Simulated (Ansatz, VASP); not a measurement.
# One calculation of Ti2Al3N5, two programs

```
CELL_PARAMETERS angstrom
-1.46206 1.46206 10.46794
1.46206 -1.46206 10.46794
1.46206 1.46206 -10.46794
ATOMIC_POSITIONS crystal
Ti 0.79831 0.79831 0.00000
Ti 0.20169 0.20169 0.00000
Al 0.40365 0.40365 0.00000
Al 0.00000 0.00000 0.00000
Al 0.59635 0.59635 0.00000
N 0.90385 0.90385 0.00000
N 0.50000 0.50000 0.00000
N 0.09615 0.09615 0.00000
N 0.69453 0.69453 0.00000
N 0.30547 0.30547 0.00000
```

Alike in both runs: functional PBE; k mesh 8 × 8 × 8; occupations gaussian, width 0.1 eV; collinear spin.

Ansatz relaxed the structure, and its values are those at the end. VASP's run is a single point on that final structure, the one shown.

```csv
,VASP,Ansatz
version,VASP 6.6.1,Ansatz 0.2.0
potentials or method,"VASP PAW PBE potentials, release 64 (Ti_sv, Al, N), cutoff 520 eV","scalar-relativistic, plane waves, PAW"
valence electrons in the cell,58,58
```

VASP gave:

```
gap on the k mesh at the Fermi level (eV) : none
pressure (GPa)                            : 0.1
rms of the force components (eV/Å)        : 0.008
net moment per atom (μB)                  : 0.00
```

Problem. Which values does Ansatz return?

Solution. gap on the k mesh at the Fermi level (eV): none; pressure (GPa): 0.1; rms of the force components (eV/Å): 0.003; net moment per atom (μB): 0.00.

A gap of «none» marks a metal or a gap that the smearing closes. Ansatz's warnings: seeded moment not kept.

The k mesh is coarse, so the values compare programs but aren't converged.
